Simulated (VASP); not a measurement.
Crystal: GaP.

```
CELL_PARAMETERS angstrom
0.00000 2.72581 2.72581
2.72581 0.00000 2.72581
2.72581 2.72581 0.00000
ATOMIC_POSITIONS crystal
Ga 0.00000 0.00000 0.00000
P 0.75000 0.75000 0.75000
```

```yaml
Program: VASP 6.6.1
Task: relaxation of cell and atoms
Functional: PBE
Potentials_or_basis: VASP PAW PBE potentials, release 64 (Ga_d, P)
Cutoff: 600 eV
k_mesh: 8 × 8 × 8
Occupations: gaussian, width 0.02 eV
Spin: no spin polarisation
```

At the start: pressure 2.4 GPa; volume 20.25 Å³/atom.

Q: How do energy, volume and symmetry change on relaxing?

A: Over 6 steps the energy falls by 4.4 meV/atom and the volume is 20.86 Å³/atom (+3.0 %); space group F-43m (No. 216, to 0.05 Å).

The path:
```tsv
step	energy change (eV)	largest force (eV/Å)	pressure (GPa)	volume (Å³)
1	0.0000	0.0000	2.36	40.51
2	-0.0070	0.0000	-1.01	42.28
3	-0.0088	0.0000	0.05	41.72
4	-0.0088	0.0000	-0.09	41.75
5	-0.0088	0.0000	0.11	41.68
6	-0.0088	0.0000	-0.03	41.71
```

Final structure:
```
Ga P
1.0
     0.00000    2.75265    2.75265
     2.75265    0.00000    2.75265
     2.75265    2.75265    0.00000
Ga P
1 1
Direct
  0.00000 0.00000 0.00000
  0.75000 0.75000 0.75000
```
